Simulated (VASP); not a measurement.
Input of a VASP 6.6.1 run:

Contents of INCAR:

```
SYSTEM = EuS2
PREC = Accurate
ENCUT = 520
EDIFF = 1E-6
ISMEAR = 0
SIGMA = 0.05
LREAL = .False.
LASPH = .True.
NELM = 150
ALGO = Normal
ISIF = 2
LWAVE = .False.
LCHARG = .False.
LMAXMIX = 6
LDAU = .True.
LDAUTYPE = 2
LDAUL = 3 -1
LDAUU = 6 0
LDAUJ = 0 0
LDAUPRINT = 1
GGA = PE
NBANDS = 22
```

KPOINTS

```
Automatic mesh
0
Gamma
  8 8 8
  0 0 0
```

POSCAR

```
EuS2
1.0
    0.0000000000      3.3588959891      3.3588959891
    3.3588959891      0.0000000000      3.3588959891
    3.3588959891      3.3588959891      0.0000000000
Eu S
1 2
Direct
    0.0000000000      0.0000000000      0.0000000000
    0.2500000000      0.2500000000      0.2500000000
    0.7500000000      0.7500000000      0.7500000000
```

Potentials or basis: VASP PAW PBE potentials, release 64 (Eu, S).

The run is started by

```bash
$ cat potpaw_PBE.64/Eu/POTCAR potpaw_PBE.64/S/POTCAR > POTCAR
$ mpirun -np 1 vasp_std > vasp.out
```

**Question.** What does it give for the pressure?

**Answer.** -2.6 GPa.

Eigenvalues of the final occupation matrices:
```tsv
site	spin	trace	eigenvalues
site 1 f	1	3.04	0.01 0.01 0.01 0.03 0.99 0.99 0.99
site 1 f	2	3.04	0.01 0.01 0.01 0.03 0.99 0.99 0.99
```

Caveat: spin-orbit coupling is left out, which moves the levels of the heavy elements; the run has no spin polarisation, though such a crystal can be magnetic; U without spin polarisation on a metal has little footing. Spin polarisation is off, so any magnetic state and its effect on volume and gap are missing.
